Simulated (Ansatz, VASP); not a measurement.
**One calculation of Na, two programs**

Contents of INCAR:

```
SYSTEM = Na
  PREC = Accurate
  ENCUT = 520
  EDIFF = 1E-6
  ISMEAR = 0
  SIGMA = 0.15
  LREAL = .False.
  LASPH = .True.
  NELM = 60
  ALGO = Normal
  ISIF = 2
  LWAVE = .False.
  LCHARG = .False.
  GGA = PS
  NBANDS = 10
```

Contents of KPOINTS:

```
Automatic mesh
0
Gamma
  16 16 16
  0 0 0
```

POSCAR

```
Na
1.0
   -2.0222125000      2.0222125000      2.1175000000
    2.0222125000     -2.0222125000      2.1175000000
    2.0222125000      2.0222125000     -2.1175000000
Na
1
Direct
    0.0000000000      0.0000000000      0.0000000000
```

Input for Ansatz:

```yaml
crystal:
  lattice:
    - [-2.0222125, 2.0222125, 2.1175]
    - [2.0222125, -2.0222125, 2.1175]
    - [2.0222125, 2.0222125, -2.1175]
  atoms:
    - { symbol: Na, position: [0.0, 0.0, 0.0] }
basis:
  ecutwfc: 420
kpoints:
  mp_grid: { grid: [16, 16, 16] }
hamiltonian:
  xc: pbesol
scf:
  occupations: { method: gaussian, width: 0.15 }
output:
  forces: true
  stress: true
  eigenvalues: true
```

Change from the starting cell: strain -0.0450 x Voigt [1, 1, 0, 0, 0, 0], atoms carried along.

Alike in both runs: task single point; functional PBEsol; k mesh 16 × 16 × 16; occupations gaussian, width 0.15 eV; no spin polarisation.

```csv
,VASP,Ansatz
version,VASP 6.6.1,Ansatz 0.2.0
potentials or method,"VASP PAW PBE potentials, release 64 (Na_pv), cutoff 520 eV","scalar-relativistic, plane waves, PAW"
valence electrons in the cell,7,9
```

|  | VASP | Ansatz | Ansatz less VASP |
| --- | --- | --- | --- |
| gap on the k mesh at the Fermi level (eV) | none | none | - |
| pressure (GPa) | 0.4 | 0.4 | +0.03 |

VASP's potentials were made for PBE, not for PBEsol. A gap of «none» marks a metal or a gap that the smearing closes. With one functional, cell and mesh, what is left measures potentials, basis and numerics. VASP's potentials hold 7 valence electrons a cell and Ansatz's 9, so a difference there can come from the potentials and not from the codes.
